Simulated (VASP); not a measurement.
Here is a VASP 6.6.1 calculation.

File INCAR:

```
PREC     = Accurate       # precision mode
ENCUT    = 520            # plane-wave cutoff, eV
EDIFF    = 1E-7           # SCF threshold, eV
ISMEAR   = 0              # smearing method
SIGMA    = 0.05           # smearing width, eV
LREAL    = F              # projectors in reciprocal space
LASPH    = T              # aspherical terms in the spheres
NELM     = 150            # most SCF steps
ALGO     = Normal         # electronic algorithm
ISIF     = 2              # what is computed and relaxed
LWAVE    = F              # write WAVECAR
LCHARG   = F              # write CHGCAR
MAGMOM   = 0 0 0.5 0 0 0  # initial moments
LORBIT   = 11             # projections on sites
LSORBIT  = T              # spin-orbit coupling
GGA_COMPAT= F            
LORBMOM  = T            
GGA      = RP             # functional
IVDW     = 12             # dispersion correction
NBANDS   = 32             # bands
```

KPOINTS

```
Automatic mesh
0
Gamma
  5 5 5
```

The input POSCAR:

```
TePb
1.0
    0.0000000000      2.9788351758      2.9788351648
    2.9788351758      0.0000000000      2.9788351648
    2.9788351758      2.9788351758      0.0000000000
Pb Te
1 1
Direct
    0.0000000000      0.0000000000      0.0000000000
    0.5000000000      0.5000000000      0.5000000000
```

Potentials or basis: VASP PAW PBE potentials, release 64 (Pb_d, Te).

Launch:

```bash
$ cat potpaw_PBE.64/Pb_d/POTCAR potpaw_PBE.64/Te/POTCAR > POTCAR
$ mpirun -np 1 vasp_ncl > vasp.out
```

(1) Predict the pressure.

(2) Estimate the net moment.

(3) What does it give for the dispersion energy per atom?

Results:

(1) 0.3 GPa.

(2) 0.00 μB per cell.

(3) -2.715 eV.

Caveat: the k points lie up to 0.37 Å⁻¹ apart; the PAW data sets were made with another functional, which shifts forces and pressure a little.
